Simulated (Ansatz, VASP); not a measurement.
## SrTiO3 in VASP and in Ansatz

Contents of INCAR:

```
SYSTEM = SrTiO3
PREC = Accurate ; ENCUT = 520
EDIFF = 1E-7 ; ISMEAR = 0
SIGMA = 0.05 ; LREAL = .False.
LASPH = .True. ; NELM = 60
ALGO = Normal ; ISIF = 2
LWAVE = .False. ; LCHARG = .False.
GGA = PS ; NBANDS = 51
```

The input KPOINTS:

```
Automatic mesh
0
Gamma
  8 8 8
  0 0 0
```

Contents of POSCAR:

```
SrTiO3
1.0
   -2.7715197295      2.7715197295      3.9432267353
    2.7715197295     -2.7715197295      3.9432267353
    2.7715197295      2.7715197295     -3.9432267353
Sr Ti O
2 2 6
Direct
    0.7500000000      0.2500000000      0.5000000000
    0.2500000000      0.7500000000      0.5000000000
    0.0000000000      0.0000000000      0.0000000000
    0.5000000000      0.5000000000      0.0000000000
    0.2500000000      0.2500000000      0.0000000000
    0.7500000000      0.7500000000      0.0000000000
    0.7252818597      0.2252818597      0.9505637194
    0.2252818597      0.2747181403      0.5000000000
    0.2747181403      0.7747181403      0.0494362806
    0.7747181403      0.7252818597      0.5000000000
```

Input for Ansatz:

```yaml
crystal:
  lattice:
    - [-2.7715197295, 2.7715197295, 3.9432267353]
    - [2.7715197295, -2.7715197295, 3.9432267353]
    - [2.7715197295, 2.7715197295, -3.9432267353]
  atoms:
    - { symbol: Sr, position: [0.75, 0.25, 0.5] }
    - { symbol: Sr, position: [0.25, 0.75, 0.5] }
    - { symbol: Ti, position: [0.0, 0.0, 0.0] }
    - { symbol: Ti, position: [0.5, 0.5, 0.0] }
    - { symbol: O, position: [0.25, 0.25, 0.0] }
    - { symbol: O, position: [0.75, 0.75, 0.0] }
    - { symbol: O, position: [0.7252818597, 0.2252818597, 0.9505637194] }
    - { symbol: O, position: [0.2252818597, 0.2747181403, 0.5] }
    - { symbol: O, position: [0.2747181403, 0.7747181403, 0.0494362806] }
    - { symbol: O, position: [0.7747181403, 0.7252818597, 0.5] }
basis:
  ecutwfc: 520.0
kpoints:
  mp_grid: { grid: [8, 8, 8] }
hamiltonian:
  xc: pbesol
  pseudopotentials: { kind: paw, azcp: { folder: soft_1 } }
scf:
  occupations: { method: gaussian, width: 0.05 }
output:
  forces: true
  stress: true
  eigenvalues: true
```

Change from the starting cell: equal engineering shear yz, xz and xy +0.0000, equal normal strain along x, y and z +0.0100.

Alike in both runs: task single point; functional PBEsol; k mesh 8 × 8 × 8; occupations gaussian, width 0.05 eV; no spin polarisation.

|  | VASP | Ansatz |
| --- | --- | --- |
| version | VASP 6.6.1 | Ansatz 0.2.0 |
| potentials or method | VASP PAW PBE potentials, release 64 (Sr_sv, Ti_sv, O), cutoff 520 eV | scalar-relativistic, plane waves, PAW |
| valence electrons in the cell | 80 | 80 |

VASP gave:

- gap on the k mesh at the Fermi level (eV): 1.88
- least direct gap on the mesh (eV): 1.89
- pressure (GPa): -4.6
- rms of the force components (eV/Å): 0.010

Which values does Ansatz return?

gap on the k mesh at the Fermi level (eV): 1.91; least direct gap on the mesh (eV): 1.92; pressure (GPa): -5.2; rms of the force components (eV/Å): 0.008.

VASP's potentials were made for PBE, not for PBEsol, and Ansatz warns of the same on its side. Atom by atom the forces differ by 0.002 eV/Å (rms over components). The functional is the same, so the differences come from potentials, cutoffs and numerics.
